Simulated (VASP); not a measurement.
## AlN: single point with revPBE+D4

**What was measured.**

“Structural and optical properties of self-assembled AlN nanowires grown on SiO2/Si substrates by molecular beam epitaxy”, 2024, arxiv:2402.00216 quotes, for a bulk crystal of AlN at 0 K: band gap 6.0343 eV (an exciton energy, a little under the gap).

The system is AlN.

```xyz
4
Lattice="3.0942 0.0000 0.0000 -1.5471 2.6797 0.0000 0.0000 0.0000 4.9521" Properties=species:S:1:pos:R:3 pbc="T T T"
Al    1.5471    0.8932    2.4711
Al    0.0000    1.7864   -0.0049
N     1.5471    0.8932    4.3628
N     0.0000    1.7864    1.8867
```

```
Program             : VASP 6.6.1
Task                : single point
Functional          : revPBE
Dispersion          : D4
Potentials or basis : VASP PAW PBE potentials, release 64 (Al, N)
Cutoff              : 520 eV
k mesh              : 10 × 10 × 6
Occupations         : fermi-dirac, width 0.05 eV
Spin                : no spin polarisation
```

The pressure is -0.6 GPa. The band gap on the k mesh is 4.39 eV, direct. The dispersion energy per atom is -0.593 eV.

Stress tensor (GPa, compression positive):
```
-0.61  0.00  0.00
 0.00 -0.61  0.00
 0.00  0.00 -0.52
```

Levels at points of the mesh, in eV from the valence-band top:
```
           k point  band 4  band 5  band 6  band 7  band 8  band 9  band 10  band 11  band 12  band 13
(0.00, 0.00, 0.00)   -0.88   -0.88   -0.23   -0.23    0.00    4.39     6.87    10.82    11.33    11.33
(0.50, 0.00, 0.00)   -4.19   -3.37   -2.12   -1.79   -0.70    5.88     5.93     8.39    10.45    11.05
(0.00, 0.00, 0.50)   -3.35   -0.57   -0.57   -0.57   -0.57    6.66     6.66    10.54    10.54    11.65
(0.50, 0.00, 0.50)   -5.65   -1.49   -1.49   -1.38   -1.38    5.41     5.41     9.42     9.42    12.09
```

Run time: 27 s on 1 thread of Intel(R) Xeon(R) Platinum 8175M CPU @ 2.50GHz (Skylake/Cascade Lake) (shared host), peak memory 0.17 GiB.

A measured gap of AlN is 6.0343 eV (an exciton energy, a little under the gap; 0 K; quoted in “Structural and optical properties of self-assembled AlN nanowires grown on SiO2/Si substrates by molecular beam epitaxy”, 2024, arxiv:2402.00216); the calculated 4.39 eV misses it by -1.65 eV. 2 values of this kind are on record (6.034 to 6.0343 eV); this one was drawn at random. The value is that of revPBE+D4 on a finite k mesh, which can miss the band edges, without temperature or zero-point motion. Semilocal functionals fall short of measured gaps as a rule.

Caveat: the PAW data sets were made with another functional, which shifts forces and pressure a little.
